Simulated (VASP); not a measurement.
Here is a VASP 6.6.1 calculation.

The input INCAR:

```
PREC = Accurate
ENCUT = 520
EDIFF = 1E-6
ISMEAR = -1
SIGMA = 0.05
LREAL = False
LASPH = True
NELM = 60
ALGO = Normal
ISIF = 2
LWAVE = False
LCHARG = False
GGA = PS
NBANDS = 14
```

The input KPOINTS:

```
Automatic mesh
0
Gamma
  14 14 14
```

The input POSCAR:

```
TaSi
1.0
    2.8387598148      0.0000000000      0.0000000000
    0.0000000000      2.8387598148      0.0000000000
    0.0000000000      0.0000000000      2.8387598148
Ta Si
1 1
Direct
    0.0000000000      0.0000000000      0.0000000000
    0.5000000000      0.5000000000      0.5000000000
```

Potentials or basis: VASP PAW PBE potentials, release 64 (Ta_pv, Si).

Run with:

```bash
$ cat potpaw_PBE.64/Ta_pv/POTCAR potpaw_PBE.64/Si/POTCAR > POTCAR
$ mpirun -np 1 vasp_std > vasp.out
```

(1) Predict the band gap on the k mesh.

(2) What does it give for the pressure?

## Answers

(1) zero (an odd number of electrons rules out a gap without spin polarisation).

(2) 101.4 GPa.

Caveat: the cell stands under pressure; the PAW data sets were made with another functional, which shifts forces and pressure a little; spin-orbit coupling is left out, which moves the levels of the heavy elements.
